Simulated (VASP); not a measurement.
SbBr, 2 atoms in the cell. The structure is tetragonal, space group P4/mmm (No. 123). Conventional cell: a = 3.352 Å, b = 3.352 Å, c = 4.787 Å, α = 90.00°, β = 90.00°, γ = 90.00°. Sb (site symmetry 4/mmm) has 4 Sb at 3.35 Å and 8 Br at 3.37 Å within 4.4 Å. Within 4.4 Å of Br (site symmetry 4/mmm) lie 4 Br at 3.35 Å and 8 Sb at 3.37 Å. 

| Quantity | Value |
| --- | --- |
| Program | VASP 6.6.1 |
| Task | relaxation of cell and atoms |
| Functional | PBE |
| Potentials or basis | VASP PAW PBE potentials, release 64 (Sb, Br) |
| Cutoff | 600 eV |
| k mesh | 16 × 16 × 12 |
| Occupations | gaussian, width 0.1 eV |
| Spin | no spin polarisation |
| Dipole correction | no |
| Further INCAR settings | ALGO = Normal; EDIFF = 1e-06; IBRION = 2; EDIFFG = -0.01; NSW = 100; ISIF = 3 |

Potentials or basis: VASP PAW PBE potentials, release 64 (Sb, Br).

Run with:

```sh
$ cat potpaw_PBE.64/Sb/POTCAR potpaw_PBE.64/Br/POTCAR > POTCAR
$ mpirun -np 1 vasp_std > vasp.out
```

Hardware: 1 thread of Intel(R) Xeon(R) Platinum 8559C (Emerald Rapids), with other jobs on the host.

Q: Estimate the wall time of this run.

A: Wall time 100 s on 1 thread of Intel(R) Xeon(R) Platinum 8559C (Emerald Rapids) (shared host), peak memory 0.39 GiB. Counts: scf iterations 17, k points 315, ion steps 2.
